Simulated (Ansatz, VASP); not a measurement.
One calculation of PbSe, two programs

Contents of INCAR:

```
PREC = Accurate ; ENCUT = 520
EDIFF = 1E-6 ; ISMEAR = 0
SIGMA = 0.2 ; LREAL = False
LASPH = True ; NELM = 80
ALGO = Normal ; ISIF = 2
LWAVE = False ; LCHARG = False
GGA = PE ; NBANDS = 17
```

KPOINTS

```
Automatic mesh
0
Gamma
  9 9 9
```

Contents of POSCAR:

```
PbSe
1.0
    0.0000000000      3.0621500000      3.0621500000
    3.0621500000      0.0000000000      3.0621500000
    3.0621500000      3.0621500000      0.0000000000
Pb Se
1 1
Direct
    0.0000000000      0.0000000000      0.0000000000
    0.5000000000      0.5000000000      0.5000000000
```

Input for Ansatz:

```yaml
crystal:
  lattice:
    - [0.0, 3.06215, 3.06215]
    - [3.06215, 0.0, 3.06215]
    - [3.06215, 3.06215, 0.0]
  atoms:
    - { symbol: Pb, position: [0.0, 0.0, 0.0] }
    - { symbol: Se, position: [0.5, 0.5, 0.5] }
kpoints:
  mp_grid: { grid: [9, 9, 9] }
scf:
  occupations: { method: gaussian, width: 0.2 }
hamiltonian:
  xc: pbe
  pseudopotentials: { kind: all_electron, lapw: { basis_error: 0.00025 } }
output:
  forces: true
  stress: true
  eigenvalues: true
```

Alike in both runs: task single point; functional PBE; k mesh 9 × 9 × 9; occupations gaussian, width 0.2 eV; no spin polarisation.

|  | VASP | Ansatz |
| --- | --- | --- |
| version | VASP 6.6.1 | Ansatz 0.2.0 |
| potentials or method | VASP PAW PBE potentials, release 64 (Pb_d, Se), cutoff 520 eV | all-electron LAPW, scalar-relativistic |

|  | VASP | Ansatz | Ansatz less VASP |
| --- | --- | --- | --- |
| pressure (GPa) | 2.3 | 2.3 | +0.02 |

Ansatz ran all-electron here, and VASP with PAW potentials.

Neither program's run includes spin-orbit coupling.
